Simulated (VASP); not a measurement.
# Rb (Im-3m) in VASP: notebook, part 2 of 2

VASP 6.6.1.

**4. Single point, r2SCAN**

POSCAR reads:

```
Rb
1.0
   -2.8025000000      2.8025000000      2.8025000000
    2.8025000000     -2.8025000000      2.8025000000
    2.8025000000      2.8025000000     -2.8025000000
Rb
1
Direct
    0.0000000000      0.0000000000      0.0000000000
```

INCAR.step1 reads:

```
SYSTEM = Rb
PREC = Accurate
ENCUT = 550
ISMEAR = -1
SIGMA = 0.05
LREAL = .FALSE.
LASPH = .TRUE.
NELM = 120
NBANDS = 10
GGA = PE
ALGO = Normal
EDIFF = 1E-5
LWAVE = .TRUE.
LCHARG = .FALSE.
GGA_COMPAT = .FALSE.
```

INCAR.step2 reads:

```
SYSTEM = Rb
PREC = Accurate
ENCUT = 550
EDIFF = 1E-6
ISMEAR = -1
SIGMA = 0.05
LREAL = .FALSE.
LASPH = .TRUE.
NELM = 120
ALGO = Normal
ISIF = 2
LWAVE = .FALSE.
LCHARG = .FALSE.
METAGGA = R2SCAN
LMIXTAU = .TRUE.
NBANDS = 10
ISTART = 1
GGA_COMPAT = .FALSE.
```

KPOINTS reads:

```
regular mesh
0
G
  5 5 5
  0 0 0
```

Potentials or basis: VASP PAW PBE potentials, release 64 (Rb_sv).

Started as:

```
$ cat potpaw_PBE.64/Rb_sv/POTCAR > POTCAR
$ cp INCAR.step1 INCAR
$ mpirun -np 1 vasp_std > vasp.out
$ cp INCAR.step2 INCAR
$ mpirun -np 1 vasp_std > vasp.out
```

OUTCAR:

```text
SYSTEM = Rb
   PREC = Accurate
   ENCUT = 550
   EDIFF = 1E-6
   ISMEAR = -1
   LREAL = .FALSE.
   LASPH = .TRUE.
   NELM = 120
   ISIF = 2
   METAGGA = R2SCAN
   ISTART = 1

 ion  position               nearest neighbor table
   1  0.000  0.000  0.000-

  LATTYP: Found a body centered cubic cell.
 ALAT       =     5.6050000000

  Lattice vectors:

 A1 = (  -2.8025000000,   2.8025000000,   2.8025000000)
 A2 = (   2.8025000000,  -2.8025000000,   2.8025000000)
 A3 = (   2.8025000000,   2.8025000000,  -2.8025000000)

Analysis of symmetry for initial positions (statically):
=====================================================================
 Subroutine PRICEL returns:
 Original cell was already a primitive cell.

 Routine SETGRP: Setting up the symmetry group for a
 body centered cubic supercell.

 Subroutine GETGRP returns: Found 48 space group operations
 (whereof 48 operations were pure point group operations)
 out of a pool of 48 trial point group operations.

The static configuration has the point symmetry O_h .

Analysis of symmetry for dynamics (positions and initial velocities):
=====================================================================
 Subroutine PRICEL returns:
 Original cell was already a primitive cell.

 Routine SETGRP: Setting up the symmetry group for a
 body centered cubic supercell.

 Subroutine GETGRP returns: Found 48 space group operations
 (whereof 48 operations were pure point group operations)
 out of a pool of 48 trial point group operations.

The dynamic configuration has the point symmetry O_h .

 Subroutine INISYM returns: Found 48 space group operations
 (whereof 48 operations are pure point group operations),
 and found     1 'primitive' translations

----------------------------------------------------------------------------------------

                                     Primitive cell

  volume of cell :      88.0434

  direct lattice vectors                    reciprocal lattice vectors
    -2.802500000  2.802500000  2.802500000     0.000000000  0.178412132  0.178412132
     2.802500000 -2.802500000  2.802500000     0.178412132  0.000000000  0.178412132
     2.802500000  2.802500000 -2.802500000     0.178412132  0.178412132  0.000000000

  length of vectors
     4.854072388  4.854072388  4.854072388     0.252312857  0.252312857  0.252312857

  position of ions in fractional coordinates (direct lattice)
     0.000000000  0.000000000  0.000000000

  ion indices of the primitive-cell ions
   primitive index   ion index
                 1           1

----------------------------------------------------------------------------------------

 KPOINTS: regular mesh

Automatic generation of k-mesh.
 Grid dimensions read from file:
 generate k-points for:    5    5    5

 Generating k-lattice:

  Cartesian coordinates                     Fractional coordinates (reciprocal lattice)
     0.000000000  0.035682426  0.035682426     0.200000000  0.000000000  0.000000000
     0.035682426  0.000000000  0.035682426     0.000000000  0.200000000  0.000000000
     0.035682426  0.035682426  0.000000000     0.000000000  0.000000000  0.200000000

  Length of vectors
     0.050462571  0.050462571  0.050462571

  Shift w.r.t. Gamma in fractional coordinates (k-lattice)
     0.000000000  0.000000000  0.000000000

 Subroutine IBZKPT returns following result:
 ===========================================

 Found     10 irreducible k-points:

 Following reciprocal coordinates:
            Coordinates               Weight
  0.000000  0.000000  0.000000      1.000000
  0.200000  0.000000  0.000000     12.000000
  0.400000  0.000000  0.000000     12.000000
  0.200000  0.200000  0.000000     24.000000
  0.400000  0.200000  0.000000     24.000000
  0.200000  0.200000  0.200000      8.000000
 -0.200000  0.200000  0.200000      6.000000
 -0.400000  0.400000  0.200000     24.000000
 -0.400000 -0.400000  0.200000      8.000000
 -0.400000  0.400000  0.400000      6.000000
   k-points           NKPTS =     10   k-points in BZ     NKDIM =     10   number of bands    NBANDS=     10
   number of dos      NEDOS =    301   number of ions     NIONS =      1
   total plane-waves  NPLWV =  64000
   dimension x,y,z NGX =    40 NGY =   40 NGZ =   40
   dimension x,y,z NGXF=    80 NGYF=   80 NGZF=   80
   ions per type =               1
   NGX,Y,Z   is equivalent  to a cutoff of  13.70, 13.70, 13.70 a.u.
   NGXF,Y,Z  is equivalent  to a cutoff of  27.40, 27.40, 27.40 a.u.
 SYSTEM =  Rb
   PREC   = accura    normal or accurate (medium, high low for compatibility)
   ISTART =      1    job   : 0-new  1-cont  2-samecut
   ICHARG =      0    charge: 1-file 2-atom 10-const
   ISPIN  =      1    spin polarized calculation?
   LNONCOLLINEAR =      F non collinear calculations
   LSORBIT =      F    spin-orbit coupling
   LASPH  =      T    aspherical Exc in radial PAW
   ENCUT  =  550.0 eV  40.42 Ry    6.36 a.u.   9.28  9.28  9.28*2*pi/ulx,y,z
   NELM   =    120;   NELMIN=  2; NELMDL=  0     # of ELM steps
   EDIFF  = 0.1E-05   stopping-criterion for ELM
   LREAL  =      F    real-space projection
   EDIFFG = 0.1E-04   stopping-criterion for IOM
   NSW    =      0    number of steps for IOM
   IBRION =     -1    ionic relax: 0-MD 1-quasi-New 2-CG
   NFREE  =      0    steps in history (QN), initial steepest desc. (CG)
   ISIF   =      2    stress and relaxation
   ISYM   =      2    0-nonsym 1-usesym 2-fastsym
   POTIM  = 0.5000    time-step for ionic-motion
   TEBEG  =    0.0;   TEEND  =   0.0 temperature during run
   PSTRESS=    0.0 pullay stress
   NELECT =       9.0000    total number of electrons
   NUPDOWN=      -1.0000    fix difference up-down
   EMIN   =  10.00;   EMAX   =-10.00  energy-range for DOS
   EFERMI =   0.00;   METHOD = LEGACY
   ISMEAR =    -1;   SIGMA  =   0.05  broadening in eV -4-tet -1-fermi 0-gaus
   EFERMI_NEDOS =   21; number of points for ismear=-14 and -15
   IALGO  =     38    algorithm
   IMIX   =      4    mixing-type and parameters
     AMIX     =   0.40;   BMIX     =  1.00
     AMIX_MAG =   1.60;   BMIX_MAG =  1.00
  volume/ion in A,a.u.               =      88.04       594.15
  Fermi-wavevector in a.u.,A,eV,Ry     =   0.765462  1.446513  7.972081  0.585931
  Thomas-Fermi vector in A             =   1.865587
   LORBIT       =      0    0 simple, 1 ext, 2 COOP (PROOUT), +10 PAW based schemes
   METAGGA = R2SCAN    functional components
   LHFCALC =     F    Hartree Fock is set to
   AEXX    =    0.0000 exact exchange contribution
   IVDW    =     0    specifies the selected vdW correction
   LEPSILON=     F    determine dielectric tensor
   LRPA    =     F    only Hartree local field effects (RPA)
 non-spin polarized calculation
  energy-cutoff  :      550.00
  volume of cell :       88.04
 maximum number of plane-waves:      2593
 NGX is ok and might be reduce to    40
   NGX = 19   NGY = 19   NGZ = 19

 number of electron       9.0000000 magnetization

 Free energy of the ion-electron system (eV)
  ---------------------------------------------------
  ext. energy  EPLUGINS =         0.00000000
  ---------------------------------------------------
  free energy    TOTEN  =       -13.92200196 eV

  energy without entropy =      -13.91000049  energy(sigma->0) =      -13.91600122

 E-fermi :   0.1918     XC(G=0):  -5.8065

 val. band max:       -0.1657999579   @ k =   0.4000   0.0000   0.0000
 cond. band min:       0.2311936193   @ k =  -0.4000   0.4000   0.2000
 fundamental gap:      0.3969935772
 Fermi energy:         0.1918492608

 k-point     1 :       0.0000    0.0000    0.0000
  band No.  band energies     occupation
      1     -29.9147      2.00000
      2     -13.4007      2.00000
      3     -13.4007      2.00000
      4     -13.4007      2.00000
      5      -1.9865      2.00000
      6       4.2922      0.00000
      7       4.2922      0.00000
      8       4.2922      0.00000
      9       5.2872      0.00000
     10       5.2872      0.00000
[... 105 lines left out ...]
 k-point    10 :      -0.4000    0.4000    0.4000
  band No.  band energies     occupation
      1     -29.9061      2.00000
      2     -13.4764      2.00000
      3     -13.4694      2.00000
      4     -13.4694      2.00000
      5       1.0619      0.00000
      6       1.6278      0.00000
      7       3.6444      0.00000
      8       3.6444      0.00000
      9       3.6737      0.00000
     10       6.3639      0.00000

------------------------ aborting loop because EDIFF is reached ----------------------------------------

  FORCE on cell =-STRESS in cart. coord.  units (eV):
  Direction    XX          YY          ZZ          XY          YZ          ZX
  --------------------------------------------------------------------------------------
  -------------------------------------------------------------------------------------
  Total        0.1176140      0.1176140      0.1176140      0.0000000      0.0000000      0.0000000
  in kB        2.1402906      2.1402906      2.1402906      0.0000000      0.0000000      0.0000000
  external PRESSURE =       2.1402906 kB  Pullay stress =       0.0000000 kB

 VOLUME and BASIS-vectors are now :
 -----------------------------------------------------------------------------
  energy-cutoff  :      550.00
  volume of cell :       88.04
      direct lattice vectors                 reciprocal lattice vectors
    -2.802500000  2.802500000  2.802500000     0.000000000  0.178412132  0.178412132
     2.802500000 -2.802500000  2.802500000     0.178412132  0.000000000  0.178412132
     2.802500000  2.802500000 -2.802500000     0.178412132  0.178412132  0.000000000

 POSITION                                       TOTAL-FORCE (eV/Angst)
 -----------------------------------------------------------------------------------
      0.00000      0.00000      0.00000         0.000000      0.000000      0.000000
 -----------------------------------------------------------------------------------
    total drift:                               -0.000000     -0.000000     -0.000000

  FREE ENERGIE OF THE ION-ELECTRON SYSTEM (eV)
  ---------------------------------------------------
  free  energy   TOTEN  =       -13.9220019550 eV

  energy  without entropy=      -13.9100004941  energy(sigma->0) =      -13.91600122
```

Wall time 74 s (1 thread of AMD EPYC 7R43 (Zen 3), shared host); peak memory 0.21 GiB.

Results:

| Quantity | Value |
| --- | --- |
| Free energy | -13.9220 eV |
| Pressure | 0.2 GPa |

Levels at points of the mesh, in eV from the Fermi level:
```csv
k point,band 1,band 2,band 3,band 4,band 5,band 6,band 7,band 8,band 9
"(0.00, 0.00, 0.00)",-30.11,-13.59,-13.59,-13.59,-2.18,4.10,4.10,4.10,5.10
```

Caveat: the PAW data sets were made with another functional, which shifts forces and pressure a little.

**5. Single point, r2SCAN**

POSCAR is that of step 4.

INCAR.step1 reads:

```
PREC = Accurate
ENCUT = 550
ISMEAR = -1
SIGMA = 0.05
LREAL = F
LASPH = T
NELM = 120
NBANDS = 10
GGA = PE
ALGO = Normal
EDIFF = 1E-5
LWAVE = T
LCHARG = F
GGA_COMPAT = F
```

INCAR.step2 reads:

```
PREC = Accurate
ENCUT = 550
EDIFF = 1E-6
ISMEAR = -1
SIGMA = 0.05
LREAL = F
LASPH = T
NELM = 120
ALGO = Normal
ISIF = 2
LWAVE = F
LCHARG = F
METAGGA = R2SCAN
LMIXTAU = T
NBANDS = 10
ISTART = 1
GGA_COMPAT = F
```

KPOINTS reads:

```
regular mesh
0
Gamma
  6 6 6
```

Started as:

```
$ cat potpaw_PBE.64/Rb_sv/POTCAR > POTCAR
$ cp INCAR.step1 INCAR
$ mpirun -np 1 vasp_std > vasp.out
$ cp INCAR.step2 INCAR
$ mpirun -np 1 vasp_std > vasp.out
```

Wall time 2.1 min (1 thread of AMD EPYC 7R43 (Zen 3), shared host); peak memory 0.21 GiB.

Results (log left out):

| Item | Value |
| --- | --- |
| Free energy | -13.9036 eV |
| Pressure | 0.3 GPa |

Levels at points of the mesh, in eV from the Fermi level:
```csv
k point,band 2,band 3,band 4,band 5,band 6,band 7
"(0.00, 0.00, 0.00)",-13.57,-13.57,-13.57,-2.16,4.12,4.12
"(0.50, 0.00, 0.00)",-13.68,-13.61,-13.57,0.31,0.72,2.85
"(0.50, 0.50, 0.50)",-13.65,-13.65,-13.65,1.26,1.26,3.59
```

Caveat: the PAW data sets were made with another functional, which shifts forces and pressure a little.

**6. Single point, r2SCAN**

POSCAR is that of step 5.

INCAR.step1 reads:

```
SYSTEM = Rb
  PREC = Accurate
  ENCUT = 550
  ISMEAR = -1
  SIGMA = 0.05
  LREAL = .False.
  LASPH = .True.
  NELM = 120
  NBANDS = 10
  GGA = PE
  ALGO = Normal
  EDIFF = 1E-5
  LWAVE = .True.
  LCHARG = .False.
  GGA_COMPAT = .False.
```

INCAR.step2 reads:

```
SYSTEM = Rb
  PREC = Accurate
  ENCUT = 550
  EDIFF = 1E-6
  ISMEAR = -1
  SIGMA = 0.05
  LREAL = .False.
  LASPH = .True.
  NELM = 120
  ALGO = Normal
  ISIF = 2
  LWAVE = .False.
  LCHARG = .False.
  METAGGA = R2SCAN
  LMIXTAU = .True.
  NBANDS = 10
  ISTART = 1
  GGA_COMPAT = .False.
```

KPOINTS reads:

```
regular mesh
0
Gamma
  7 7 7
  0 0 0
```

Potentials or basis: VASP PAW PBE potentials, release 64 (Rb_sv).

Started as:

```
$ cat potpaw_PBE.64/Rb_sv/POTCAR > POTCAR
$ cp INCAR.step1 INCAR
$ mpirun -np 1 vasp_std > vasp.out
$ cp INCAR.step2 INCAR
$ mpirun -np 1 vasp_std > vasp.out
```

Wall time 2.4 min (1 thread of AMD EPYC 7R43 (Zen 3), shared host); peak memory 0.22 GiB.

Results (log left out):

* Free energy: -13.9201 eV
* Pressure: 0.2 GPa

Levels at points of the mesh, in eV from the Fermi level:
| k point | band 3 | band 4 | band 5 | band 6 | band 7 | band 8 |
| --- | --- | --- | --- | --- | --- | --- |
| (0.00, 0.00, 0.00) | -13.54 | -13.54 | -2.13 | 4.15 | 4.15 | 4.15 |

Caveat: the PAW data sets were made with another functional, which shifts forces and pressure a little.

**7. The runs side by side**

```tsv
k mesh	gap on the mesh (eV)	pressure (GPa)
2 × 2 × 2	none	-0.1
3 × 3 × 3	none	0.1
5 × 5 × 5	none	0.2
6 × 6 × 6	none	0.3
7 × 7 × 7	none	0.2
```

Alike in all rows: task single point; level r2SCAN; potentials or basis VASP PAW PBE potentials, release 64 (Rb_sv); no spin polarisation; cell as given; cutoff (eV) 550; smearing fermi-dirac 0.05 eV.

Caveats: some runs use coarse meshes; the PAW data sets were made with another functional, which shifts forces and pressure a little.

Total energies depend on the potentials used, so only differences within one code and one set of settings carry meaning.
